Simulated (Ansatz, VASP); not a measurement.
**Sn in VASP and in Ansatz**

INCAR

```
SYSTEM = Sn
  PREC = Accurate
  ENCUT = 520
  EDIFF = 1E-6
  ISMEAR = -1
  SIGMA = 0.05
  LREAL = .FALSE.
  LASPH = .TRUE.
  NELM = 80
  ALGO = Normal
  ISIF = 2
  LWAVE = .FALSE.
  LCHARG = .FALSE.
  GGA = PS
  NBANDS = 13
```

The input KPOINTS:

```
regular mesh
0
G
  10 10 10
  0 0 0
```

Contents of POSCAR:

```
Sn
1.0
   -2.0155702798      2.0155702798      1.6496136136
    2.0155702798     -2.0155702798      1.6496136136
    2.0155702798      2.0155702798     -1.6496136136
Sn
1
Direct
    0.0000000000      0.0000000000      0.0000000000
```

File input.yaml:

```yaml
crystal:
  lattice:
    - [-2.0155702798, 2.0155702798, 1.6496136136]
    - [2.0155702798, -2.0155702798, 1.6496136136]
    - [2.0155702798, 2.0155702798, -1.6496136136]
  atoms:
    - { symbol: Sn, position: [0.0, 0.0, 0.0] }
kpoints:
  mp_grid: { grid: [10, 10, 10] }
scf:
  occupations: { method: fermi_dirac, width: 0.05 }
hamiltonian:
  xc: pbesol
  pseudopotentials: { kind: all_electron, lapw: { basis_error: 0.0005 } }
output:
  forces: true
  stress: true
  eigenvalues: true
```

Change from the starting cell: volume scaled by 0.98.

Alike in both runs: task single point; functional PBEsol; k mesh 10 × 10 × 10; occupations fermi-dirac, width 0.05 eV; no spin polarisation.

|  | VASP | Ansatz |
| --- | --- | --- |
| version | VASP 6.6.1 | Ansatz 0.2.0 |
| potentials or method | VASP PAW PBE potentials, release 64 (Sn_d), cutoff 520 eV | all-electron LAPW, scalar-relativistic |

|  | VASP | Ansatz | Ansatz less VASP |
| --- | --- | --- | --- |
| gap on the k mesh at the Fermi level (eV) | none | none | - |
| pressure (GPa) | -1.0 | -1.0 | +0.05 |
| traceless stress, the component that is largest in VASP (GPa) | 0.92 | 0.92 | 0.000 |

VASP's potentials were made for PBE, not for PBEsol. A gap of «none» marks a metal or a gap that the smearing closes. Ansatz ran all-electron here, and VASP with PAW potentials.
